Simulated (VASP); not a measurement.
# Be (P6_3/mmc) in VASP: notebook

The runs below take Be through single point, with PBE+D3(BJ).

Everything below comes from runs of VASP 6.6.1. Logs are shortened: lines on timing, memory, paths and dates and some standing lists are left out, and cuts for length are marked.

## (1) The cell of the first run

The structure is hexagonal, space group P6_3/mmc (No. 194). Conventional cell: a = 2.159 Å, b = 2.159 Å, c = 3.413 Å, α = 90.00°, β = 90.00°, γ = 120.00°. Within 2.8 Å of Be (site symmetry -6m2) lie 12 Be at 2.11 to 2.16 Å.

## (2) Single point, PBE+D3(BJ)

INCAR

```
SYSTEM = Be
  PREC = Accurate
  ENCUT = 520
  EDIFF = 1E-7
  ISMEAR = 0
  SIGMA = 0.15
  LREAL = .FALSE.
  LASPH = .TRUE.
  NELM = 60
  ALGO = Fast
  ISIF = 2
  LWAVE = .FALSE.
  LCHARG = .FALSE.
  GGA = PE
  IVDW = 12
  NBANDS = 9
```

KPOINTS

```
Automatic mesh
0
G
  24 24 12
  0 0 0
```

POSCAR

```
Be
1.0
    2.1588417127      0.0000000000      0.0000000000
   -1.0794208564      1.8696117660      0.0000000000
    0.0000000000      0.0000000000      3.4126027556
Be
2
Direct
    0.3333333333      0.6666666667      0.2500000000
    0.6666666667      0.3333333333      0.7500000000
```

Potentials or basis: VASP PAW PBE potentials, release 64 (Be).

On the command line:

```console
> cat potpaw_PBE.64/Be/POTCAR > POTCAR
> mpirun -np 1 vasp_std > vasp.out
```

OUTCAR:

```text
SYSTEM = Be
   PREC = Accurate
   ENCUT = 520
   EDIFF = 1E-7
   ISMEAR = 0
   LREAL = .FALSE.
   LASPH = .TRUE.
   NELM = 60
   ISIF = 2
   GGA = PE
   IVDW = 12
 IVDW          = 12

 ion  position               nearest neighbor table
   1  0.333  0.667  0.250-   2 2.11   2 2.11   2 2.11   2 2.11   2 2.11   2 2.11
   2  0.667  0.333  0.750-   1 2.11   1 2.11   1 2.11   1 2.11   1 2.11   1 2.11

  LATTYP: Found a hexagonal cell.
 ALAT       =     2.1588417127
 C/A-ratio  =     1.5807563544

  Lattice vectors:

 A1 = (   2.1588417127,   0.0000000000,   0.0000000000)
 A2 = (  -1.0794208564,   1.8696117660,   0.0000000000)
 A3 = (   0.0000000000,   0.0000000000,   3.4126027556)

Analysis of symmetry for initial positions (statically):
=====================================================================
 Subroutine PRICEL returns:
 Original cell was already a primitive cell.

 Routine SETGRP: Setting up the symmetry group for a
 hexagonal supercell.

 Subroutine GETGRP returns: Found 24 space group operations
 (whereof 12 operations were pure point group operations)
 out of a pool of 24 trial point group operations.

The static configuration has the point symmetry D_3d.
 The point group associated with its full space group is D_6h.

Analysis of symmetry for dynamics (positions and initial velocities):
=====================================================================
 Subroutine PRICEL returns:
 Original cell was already a primitive cell.

 Routine SETGRP: Setting up the symmetry group for a
 hexagonal supercell.

 Subroutine GETGRP returns: Found 24 space group operations
 (whereof 12 operations were pure point group operations)
 out of a pool of 24 trial point group operations.

The dynamic configuration has the point symmetry D_3d.
 The point group associated with its full space group is D_6h.

 Subroutine INISYM returns: Found 24 space group operations
 (whereof 12 operations are pure point group operations),
 and found     1 'primitive' translations

----------------------------------------------------------------------------------------

                                     Primitive cell

  volume of cell :      13.7739

  direct lattice vectors                    reciprocal lattice vectors
     2.158841713  0.000000000  0.000000000     0.463211357  0.267435202  0.000000000
    -1.079420856  1.869611766  0.000000000     0.000000000  0.534870404  0.000000000
     0.000000000  0.000000000  3.412602756     0.000000000  0.000000000  0.293031469

  length of vectors
     2.158841713  2.158841713  3.412602756     0.534870404  0.534870404  0.293031469

  position of ions in fractional coordinates (direct lattice)
     0.333333333  0.666666667  0.250000000
     0.666666667  0.333333333  0.750000000

  ion indices of the primitive-cell ions
   primitive index   ion index
                 1           1
                 2           2

----------------------------------------------------------------------------------------

 KPOINTS: Automatic mesh

Automatic generation of k-mesh.
 Grid dimensions read from file:
 generate k-points for:   24   24   12

 Generating k-lattice:

  Cartesian coordinates                     Fractional coordinates (reciprocal lattice)
     0.019300473  0.011143133  0.000000000     0.041666667 -0.000000000  0.000000000
     0.000000000  0.022286267  0.000000000     0.000000000  0.041666667  0.000000000
     0.000000000  0.000000000  0.024419289     0.000000000  0.000000000  0.083333333

  Length of vectors
     0.022286267  0.022286267  0.024419289

  Shift w.r.t. Gamma in fractional coordinates (k-lattice)
     0.000000000  0.000000000  0.000000000

 Subroutine IBZKPT returns following result:
 ===========================================

 Found    427 irreducible k-points:

 Following reciprocal coordinates:
            Coordinates               Weight
  0.000000  0.000000  0.000000      1.000000
  0.041667  0.000000  0.000000      6.000000
  0.083333  0.000000  0.000000      6.000000
  0.125000  0.000000  0.000000      6.000000
  0.166667  0.000000  0.000000      6.000000
  0.208333  0.000000  0.000000      6.000000
[... 16 lines left out ...]
  0.416667  0.041667  0.000000     12.000000
  0.458333  0.041667  0.000000     12.000000
 [... further k-points ...]
   k-points           NKPTS =    427   k-points in BZ     NKDIM =    427   number of bands    NBANDS=      9
   number of dos      NEDOS =    301   number of ions     NIONS =      2
   total plane-waves  NPLWV =   7168
   dimension x,y,z NGX =    16 NGY =   16 NGZ =   28
   dimension x,y,z NGXF=    32 NGYF=   32 NGZF=   56
   ions per type =               2
   NGX,Y,Z   is equivalent  to a cutoff of  12.32, 12.32, 13.64 a.u.
   NGXF,Y,Z  is equivalent  to a cutoff of  24.64, 24.64, 27.28 a.u.
 SYSTEM =  Be
   PREC   = accura    normal or accurate (medium, high low for compatibility)
   ISTART =      0    job   : 0-new  1-cont  2-samecut
   ICHARG =      2    charge: 1-file 2-atom 10-const
   ISPIN  =      1    spin polarized calculation?
   LNONCOLLINEAR =      F non collinear calculations
   LSORBIT =      F    spin-orbit coupling
   LASPH  =      T    aspherical Exc in radial PAW
   ENCUT  =  520.0 eV  38.22 Ry    6.18 a.u.   4.01  4.01  6.35*2*pi/ulx,y,z
   NELM   =     60;   NELMIN=  2; NELMDL= -5     # of ELM steps
   EDIFF  = 0.1E-06   stopping-criterion for ELM
   LREAL  =      F    real-space projection
   EDIFFG = 0.1E-05   stopping-criterion for IOM
   NSW    =      0    number of steps for IOM
   IBRION =     -1    ionic relax: 0-MD 1-quasi-New 2-CG
   NFREE  =      0    steps in history (QN), initial steepest desc. (CG)
   ISIF   =      2    stress and relaxation
   ISYM   =      2    0-nonsym 1-usesym 2-fastsym
   POTIM  = 0.5000    time-step for ionic-motion
   TEBEG  =    0.0;   TEEND  =   0.0 temperature during run
   PSTRESS=    0.0 pullay stress
   NELECT =       4.0000    total number of electrons
   NUPDOWN=      -1.0000    fix difference up-down
   EMIN   =  10.00;   EMAX   =-10.00  energy-range for DOS
   EFERMI =   0.00;   METHOD = LEGACY
   ISMEAR =     0;   SIGMA  =   0.15  broadening in eV -4-tet -1-fermi 0-gaus
   EFERMI_NEDOS =   21; number of points for ismear=-14 and -15
   IALGO  =     68    algorithm
   IMIX   =      4    mixing-type and parameters
     AMIX     =   0.40;   BMIX     =  1.00
     AMIX_MAG =   1.60;   BMIX_MAG =  1.00
  volume/ion in A,a.u.               =       6.89        46.48
  Fermi-wavevector in a.u.,A,eV,Ry     =   1.084115  2.048681 15.991011  1.175306
  Thomas-Fermi vector in A             =   2.220198
   LORBIT       =      0    0 simple, 1 ext, 2 COOP (PROOUT), +10 PAW based schemes
   GGA     = PE    functional components
   LHFCALC =     F    Hartree Fock is set to
   AEXX    =    0.0000 exact exchange contribution
   IVDW    =    12    specifies the selected vdW correction
   LEPSILON=     F    determine dielectric tensor
   LRPA    =     F    only Hartree local field effects (RPA)
 non-spin polarized calculation
 RMM-DIIS sequential band-by-band and
 Gauss-broadening in eV      SIGMA  =   0.15
  energy-cutoff  :      520.00
  volume of cell :       13.77
 maximum number of plane-waves:       381
   NGX =  9   NGY =  9   NGZ = 13

 number of electron       4.0000000 magnetization

 Free energy of the ion-electron system (eV)
  ---------------------------------------------------
  ext. energy  EPLUGINS =         0.00000000
  ---------------------------------------------------
  free energy    TOTEN  =        -7.40723555 eV

  energy without entropy =       -7.40510865  energy(sigma->0) =       -7.40617210

 E-fermi :   8.1886     XC(G=0): -11.0685

 val. band max:        8.1705611506   @ k =   0.2917   0.2917   0.0000
 cond. band min:       8.2046227578   @ k =   0.2917   0.2917   0.0000
 fundamental gap:      0.0340616071
 Fermi energy:         8.1885892490

 k-point     1 :       0.0000    0.0000    0.0000
  band No.  band energies     occupation
      1      -3.9066      2.00000
      2       3.2118      2.00000
      3       9.7589      0.00000
      4      26.1178      0.00000
      5      26.1178      0.00000
      6      29.2284      0.00000
      7      29.2284      0.00000
      8      31.4983      0.00000
      9      37.7718      0.00000

 k-point     2 :       0.0417    0.0000    0.0000
  band No.  band energies     occupation
      1      -3.8542      2.00000
      2       3.2840      2.00000
      3       9.7680      0.00000
      4      25.6370      0.00000
      5      25.7267      0.00000
      6      29.2498      0.00000
      7      29.4632      0.00000
      8      31.3993      0.00000
      9      36.7902      0.00000

 k-point     3 :       0.0833    0.0000    0.0000
  band No.  band energies     occupation
      1      -3.6969      2.00000
      2       3.5005      2.00000
      3       9.7933      0.00000
      4      24.3818      0.00000
      5      24.8594      0.00000
      6      29.2804      0.00000
      7      29.8293      0.00000
      8      31.0687      0.00000
      9      35.1484      0.00000

 k-point     4 :       0.1250    0.0000    0.0000
  band No.  band energies     occupation
      1      -3.4346      2.00000
      2       3.8610      2.00000
      3       9.8281      0.00000
      4      22.6980      0.00000
      5      23.8573      0.00000
      6      29.2578      0.00000
      7      29.9564      0.00000
      8      30.4074      0.00000
      9      33.3060      0.00000

 k-point     5 :       0.1667    0.0000    0.0000
  band No.  band energies     occupation
      1      -3.0668      2.00000
      2       4.3647      2.00000
      3       9.8558      0.00000
      4      20.8651      0.00000
      5      22.8627      0.00000
      6      29.0201      0.00000
      7      29.2937      0.00000
      8      29.7779      0.00000
      9      31.6021      0.00000

 k-point     6 :       0.2083    0.0000    0.0000
  band No.  band energies     occupation
      1      -2.5936      2.00000
      2       5.0108      2.00000
      3       9.8413      0.00000
      4      19.0778      0.00000
      5      21.9351      0.00000
      6      27.7049      0.00000
      7      28.1067      0.00000
      8      29.3906      0.00000
      9      30.6143      0.00000
[... 169 lines left out ...]
 k-point    21 :       0.3333    0.0417    0.0000
  band No.  band energies     occupation
      1      -0.0830      2.00000
      2       8.2913      0.33289
      3       8.4067      0.03979
      4      15.2833      0.00000
      5      19.0516      0.00000
      6      20.6122      0.00000
      7      22.9973      0.00000
      8      27.6695      0.00000
      9      30.7332      0.00000

 k-point    22 :       0.3750    0.0417    0.0000
  band No.  band energies     occupation
      1       0.8294      2.00000
      2       7.2217      2.00000
      3       9.6364      0.00000
      4      15.2675      0.00000
      5      18.4755      0.00000
      6      18.6439      0.00000
      7      21.8635      0.00000
      8      27.3585      0.00000
      9      30.7839      0.00000

 k-point    23 :       0.4167    0.0417    0.0000
  band No.  band energies     occupation
      1       1.7801      2.00000
      2       6.0862      2.00000
      3      10.9241      0.00000
      4      15.5284      0.00000
      5      16.8516      0.00000
      6      17.9388      0.00000
      7      21.0539      0.00000
      8      27.1449      0.00000
      9      30.8273      0.00000

 k-point    24 :       0.4583    0.0417    0.0000
  band No.  band energies     occupation
      1       2.5860      2.00000
      2       5.1660      2.00000
      3      12.0328      0.00000
      4      15.4874      0.00000
      5      15.8364      0.00000
      6      17.5235      0.00000
      7      20.6365      0.00000
      8      27.0365      0.00000
      9      31.0666      0.00000

 [... further k-points ...]

------------------------ aborting loop because EDIFF is reached ----------------------------------------

 Edisp (eV)   -0.81926

 E8    (eV) :    -0.2845

  FORCE on cell =-STRESS in cart. coord.  units (eV):
  Direction    XX          YY          ZZ          XY          YZ          ZX
  --------------------------------------------------------------------------------------
  -------------------------------------------------------------------------------------
  Total       0.99608     0.99608     1.04799    -0.00000    -0.00000     0.00000
  in kB     115.86348   115.86348   121.90145    -0.00000    -0.00000     0.00000
  external pressure =      117.88 kB  Pullay stress =        0.00 kB

 VOLUME and BASIS-vectors are now :
 -----------------------------------------------------------------------------
  energy-cutoff  :      520.00
  volume of cell :       13.77
      direct lattice vectors                 reciprocal lattice vectors
     2.158841713  0.000000000  0.000000000     0.463211357  0.267435202  0.000000000
    -1.079420856  1.869611766  0.000000000     0.000000000  0.534870404  0.000000000
     0.000000000  0.000000000  3.412602756     0.000000000  0.000000000  0.293031469

 POSITION                                       TOTAL-FORCE (eV/Angst)
 -----------------------------------------------------------------------------------
     -0.00000      1.24641      0.85315         0.000000      0.000000      0.000000
      1.07942      0.62320      2.55945        -0.000000     -0.000000      0.000000
 -----------------------------------------------------------------------------------
    total drift:                                0.000000     -0.000000      0.000000

  FREE ENERGIE OF THE ION-ELECTRON SYSTEM (eV)
  ---------------------------------------------------
  free  energy   TOTEN  =        -8.2264928681 eV

  energy  without entropy=       -8.2243659687  energy(sigma->0) =       -8.22542942
```

Wall time 21 s (1 thread of Intel Xeon Platinum 8488C (Sapphire Rapids), shared host); peak memory 0.16 GiB.

What came out:

| Quantity | Value |
| --- | --- |
| Free energy | -8.2265 eV |
| Pressure | 11.8 GPa |
| Band gap on the k mesh | zero (bands 2 and 3 overlap by 2.23 eV) |
| Dispersion energy per atom | -0.410 eV |

Caveat: the cell stands under pressure.

(Part 1 of 2 ends here.)

The gap in the log of VASP goes by the Fermi energy; the results here count the filled bands.